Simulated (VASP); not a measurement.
Write the native input for VASP 6.6.1 that does the following.

```yaml
Task: single point
Functional: PBE
Potentials_or_basis: VASP PAW PBE potentials, release 64 (Co, Al)
Cutoff: 520 eV
k_mesh: 13 × 9 × 1
Occupations: fermi-dirac, width 0.1 eV
Spin: no spin polarisation
Dipole_correction: yes
Further_INCAR_settings: ALGO = Normal; EDIFF = 1e-06; NBANDS = 20
```

The structure of AlCo lies in POSCAR:

```
AlCo
1.0
    2.8528193275      0.0000000000      0.0000000000
    0.0000000000      4.0344957840      0.0000000000
    0.0000000000      0.0000000000     18.0172000000
Co Al
2 2
Direct
    0.7500000000      0.0000000000      0.4501234526
    0.7500000000      0.5000000000      0.5498765404
    0.2500000000      0.5000000000      0.4373913154
    0.2500000000      0.0000000000      0.5626086916
```

These files were run (other wordings do the same):

INCAR

```
SYSTEM = AlCo
  PREC = Accurate
  ENCUT = 520
  EDIFF = 1E-6
  ISMEAR = -1
  SIGMA = 0.1
  LREAL = .FALSE.
  LASPH = .TRUE.
  NELM = 80
  ALGO = Normal
  ISIF = 2
  LWAVE = .FALSE.
  LCHARG = .TRUE.
  LDIPOL = .TRUE.
  IDIPOL = 3
  DIPOL = 0.5 0.5 0.500
  GGA = PE
  LELF = .TRUE.
  LVHAR = .TRUE.
  LVACPOTAV = .TRUE.
  NBANDS = 20
```

KPOINTS

```
Automatic mesh
0
G
  13 9 1
  0 0 0
```

Potentials or basis: VASP PAW PBE potentials, release 64 (Co, Al).

The run is started by

```sh
$ cat potpaw_PBE.64/Co/POTCAR potpaw_PBE.64/Al/POTCAR > POTCAR
$ mpirun -np 1 vasp_std > vasp.out
```

It gave:

```yaml
Largest_force: 0.011 eV/Å
Band_gap_on_the_k_mesh: zero (bands 12 and 13 overlap by 0.72 eV)
```

Caveat: the run has no spin polarisation, though such a crystal can be magnetic.

It took 5.9 min on 1 thread of Intel Xeon 8259CL, on a shared host, peak memory 0.38 GiB.
